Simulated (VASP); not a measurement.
Crystal: Sc.

```
Sc
1.0
     0.00000    2.26000    2.26000
     2.26000    0.00000    2.26000
     2.26000    2.26000    0.00000
Sc
1
Direct
  0.00000 0.00000 0.00000
```

This isn't the form of Sc at room conditions, which is hcp.

Base run:

```yaml
Program: VASP 6.6.1
Functional: LDA
Potentials_or_basis: VASP PAW LDA potentials, release 64 (Sc_sv)
Cutoff: 520 eV
k_mesh: 13 × 13 × 13
Occupations: fermi-dirac, width 0.03 eV
Spin: collinear spin
Starting_moments: "[1.6] μB"
Fixed_moment: 1.6 μB
```

Its results: pressure 3.0 GPa; site moments Sc +0.97 μB.

The run is repeated on the same cell with these changes: fixed moment from 1.6 μB to 0.4 μB; moments at the start from [1.6] to [0.4]. What comes out?

Pressure -1.3 GPa; site moments Sc +0.24 μB.

Caveats: the total moment is fixed, so each spin has its own Fermi level.
